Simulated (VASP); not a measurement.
Here is a VASP 6.6.1 calculation.

The input INCAR:

```
ALGO = Normal
EDIFF = 1E-7
ENCUT = 520
GGA = PS
ISIF = 2
ISMEAR = 0
LASPH = T
LCHARG = F
LREAL = Auto
LWAVE = F
NBANDS = 131
NELM = 100
PREC = Accurate
SIGMA = 0.1
```

The input KPOINTS:

```
k-points
0
Gamma
  3 3 1
```

Contents of POSCAR:

```
HW12C12F
1.0
    5.7958000000      0.0000000000      0.0000000000
   -2.8979000000      5.0193100000      0.0000000000
    0.0000000000      0.0000000000     20.0722500000
W C F H
12 12 1 1
Direct
    0.0000000000      0.0000000000      0.0498200252
   -0.0000365644     -0.0000165361      0.1904252886
    0.0003991050      0.0002591990      0.3341413643
    0.0000000000      0.5000000000      0.0498200252
    0.0000023402      0.4999756939      0.1904232460
   -0.0000183443      0.5000661445      0.3341020065
    0.5000000000      0.0000000000      0.0498200252
    0.5000039107     -0.0000304823      0.1904396866
    0.4997210901      0.0004636095      0.3341601963
    0.5000000000      0.5000000000      0.0498200252
    0.5000040261      0.5000304823      0.1904231464
    0.4999515090      0.4997822410      0.3341280624
    0.3333333665      0.1666667331      0.1202880096
    0.3332760394      0.1666725108      0.2590721519
    0.3336251155      0.1668081868      0.3892159075
    0.3333333665      0.6666667331      0.1202880096
    0.3333051906      0.6665796693      0.2590551632
    0.3333781352      0.6672449002      0.3884784715
    0.8333333665      0.1666667331      0.1202880096
    0.8333275850      0.1666448177      0.2590420606
    0.8331785715      0.1668247229      0.3884709487
    0.8333333665      0.6666667331      0.1202880096
    0.8332166012      0.6666944261      0.2590505300
    0.8337627766      0.6668129683      0.3884983995
    0.2317194526      0.3409988624      0.5170289828
    0.2770018375      0.2814080023      0.4778837948
```

Potentials or basis: VASP PAW PBE potentials, release 64 (W_sv, C, F, H).

Run with:

```console
$ cat potpaw_PBE.64/W_sv/POTCAR potpaw_PBE.64/C/POTCAR potpaw_PBE.64/F/POTCAR potpaw_PBE.64/H/POTCAR > POTCAR
$ mpirun -np 1 vasp_std > vasp.out
```

(1) What does it give for the largest force?

(2) What does it give for the band gap on the k mesh?

Results:

(1) 1.007 eV/Å.

(2) zero (band 112 reaches 1.87 eV, above the bottom of band 113 at 0.80 eV).

Caveat: the k points lie up to 0.42 Å⁻¹ apart; the PAW data sets were made with another functional, which shifts forces and pressure a little; spin-orbit coupling is left out, which moves the levels of the heavy elements.
